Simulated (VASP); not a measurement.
**Sb: single point with PBE**

The system is Sb.

```
Sb
1.0
     4.25244    0.00000    0.00000
    -2.12622    3.68272    0.00000
     0.00000    0.00000   19.41153
Sb
8
Direct
  0.00000 0.00000 0.39460
  0.00000 0.00000 0.89460
  0.00000 0.00000 0.10540
  0.00000 0.00000 0.60540
  0.33333 0.66667 0.31349
  0.33333 0.66667 0.81349
  0.66667 0.33333 0.18651
  0.66667 0.33333 0.68651
```

```yaml
Program: VASP 6.6.1
Task: single point
Functional: PBE
Potentials_or_basis: VASP PAW PBE potentials, release 64 (Sb_d_GW)
Cutoff: 500 eV
k_mesh: 6 × 6 × 1
Occupations: gaussian, width 0.2 eV
Spin: no spin polarisation
Dipole_correction: no
Further_INCAR_settings: ALGO = Normal; EDIFF = 1e-06; NBANDS = 70
```

```
Pressure      : 0.1 GPa
Largest force : 0.059 eV/Å
```

Forces in eV/Å, atoms in the order of the input:
```
Sb   0.000  0.000 -0.059
Sb   0.000  0.000 -0.059
Sb   0.000  0.000  0.059
Sb   0.000  0.000  0.059
Sb   0.000  0.000  0.037
Sb   0.000  0.000  0.037
Sb   0.000  0.000 -0.037
Sb   0.000  0.000 -0.037
```

Stress tensor (GPa, compression positive):
```
 0.20  0.00  0.00
 0.00  0.20  0.00
 0.00  0.00 -0.11
```

Levels at points of the mesh, in eV from the Fermi level:
```
           k point  band 56  band 57  band 58  band 59  band 60  band 61  band 62  band 63  band 64  band 65
(0.00, 0.00, 0.00)    -1.07    -1.02    -1.02    -0.84     0.00     0.45     0.57     1.16     1.16     1.26
(0.50, 0.00, 0.00)    -2.34    -2.23    -2.17    -1.66    -1.26     0.28     0.56     1.05     1.09     1.66
```

Wall time 4.6 min on 1 thread of Intel(R) Xeon(R) 6975P-C (Granite Rapids), with other jobs on the host, peak memory 0.42 GiB.

Caveat: spin-orbit coupling is left out, which moves the levels of the heavy elements.
